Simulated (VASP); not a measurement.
Wanted: the native input for a VASP 6.6.1 run.

```yaml
Task: single point
Functional: PBE
Potentials_or_basis: VASP PAW PBE potentials, release 64 (Al, Cu)
Cutoff: 520 eV
k_mesh: 6 × 6 × 6
Occupations: gaussian, width 0.1 eV
Spin: no spin polarisation
Dipole_correction: no
Further_INCAR_settings: ALGO = Normal; EDIFF = 1e-06; NBANDS = 28
```

The structure of Al2Cu3 lies in POSCAR:

```
Al2Cu3
1.0
    2.1427695500      1.2371285700      4.3739100200
   -2.1427695500      1.2371285700      4.3739100200
    0.0000000000     -2.4742571500      4.3739100200
Al Cu
2 3
Direct
    0.9000000000      0.9000000000      0.9000000000
    0.1000000000      0.1000000000      0.1000000000
    0.3000000000      0.3000000000      0.3000000000
    0.7000000000      0.7000000000      0.7000000000
    0.5000000000      0.5000000000      0.5000000000
```

The input as run:

INCAR

```
SYSTEM = Al2Cu3
  PREC = Accurate
  ENCUT = 520
  EDIFF = 1E-6
  ISMEAR = 0
  SIGMA = 0.1
  LREAL = .False.
  LASPH = .True.
  NELM = 100
  ALGO = Normal
  ISIF = 2
  LWAVE = .False.
  LCHARG = .False.
  GGA = PE
  NBANDS = 28
```

KPOINTS

```
regular mesh
0
Gamma
  6 6 6
  0 0 0
```

Potentials or basis: VASP PAW PBE potentials, release 64 (Al, Cu).

The run is started by

```sh
$ cat potpaw_PBE.64/Al/POTCAR potpaw_PBE.64/Cu/POTCAR > POTCAR
$ mpirun -np 1 vasp_std > vasp.out
```

It gave:

* Pressure: -6.6 GPa
* Largest force: 0.436 eV/Å
* Band gap on the k mesh: zero (an odd number of electrons rules out a gap without spin polarisation)

Caveat: the cell stands under tension.

Wall time 3.3 min on 1 thread of Intel(R) Xeon(R) Platinum 8375C CPU @ 2.90GHz (Ice Lake) (shared host), peak memory 0.25 GiB.
